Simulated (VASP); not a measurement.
A run of VASP 6.6.1:

File INCAR:

```
SYSTEM = CoO
ALGO = Normal
EDIFF = 1E-6
ENCUT = 520
GGA = PS
ISIF = 2
ISMEAR = -1
ISPIN = 2
LASPH = .True.
LCHARG = .False.
LMAXMIX = 4
LORBIT = 11
LREAL = .False.
LWAVE = .False.
MAGMOM = 2 0
NBANDS = 18
NELM = 150
PREC = Accurate
SIGMA = 0.05
```

File KPOINTS:

```
k-points
0
Gamma
  10 10 10
  0 0 0
```

The input POSCAR:

```
CoO
1.0
    1.6022198417      0.9250420569      2.5664708903
   -1.6022198417      0.9250420569      2.5664708903
    0.0000000000     -1.8500841138      2.5664708903
Co O
1 1
Direct
    1.0127190000      1.0022420000      0.9822360000
    0.7468560000      0.7664350000      0.7403880000
```

Potentials or basis: VASP PAW PBE potentials, release 64 (Co, O).

Command:

```console
$ cat potpaw_PBE.64/Co/POTCAR potpaw_PBE.64/O/POTCAR > POTCAR
$ mpirun -np 1 vasp_std > vasp.out
```

Hardware: 1 thread of Intel Xeon 6975P-C (shared host).

Estimate the wall time of this run.

Wall time 4.3 min on 1 thread of Intel Xeon 6975P-C, on a shared host, peak memory 0.41 GiB. Counts: scf iterations 15, k points 504.
